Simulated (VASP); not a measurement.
A run of VASP 6.6.1 is set up as follows.

INCAR

```
SYSTEM = Ga
PREC = Accurate
ENCUT = 520
EDIFF = 1E-7
ISMEAR = -1
SIGMA = 0.05
LREAL = .FALSE.
LASPH = .TRUE.
NELM = 60
ALGO = Normal
ISIF = 2
LWAVE = .FALSE.
LCHARG = .TRUE.
GGA = PS
LELF = .TRUE.
LVHAR = .TRUE.
NBANDS = 20
```

The input KPOINTS:

```
regular mesh
0
G
  10 10 8
  0 0 0
```

The input POSCAR:

```
Ga
1.0
    1.4092339453     -4.0182199358      0.0154183679
    1.4092339453      4.0182199358      0.0154183679
   -0.0825516409      0.0000000000      3.1649666838
Ga
2
Direct
    0.1351310390      0.8648689610      0.7500000000
    0.8648689610      0.1351310390      0.2500000000
```

Potentials or basis: VASP PAW PBE potentials, release 64 (Ga_d).

The run is started by

```sh
$ cat potpaw_PBE.64/Ga_d/POTCAR > POTCAR
$ mpirun -np 1 vasp_std > vasp.out
```

Question: Predict the band gap on the k mesh.

Answer: Zero (band 13 reaches 10.66 eV, above the bottom of band 14 at 1.46 eV).

Question: Estimate the pressure.

Answer: 0.1 GPa.

Caveat: the PAW data sets were made with another functional, which shifts forces and pressure a little.
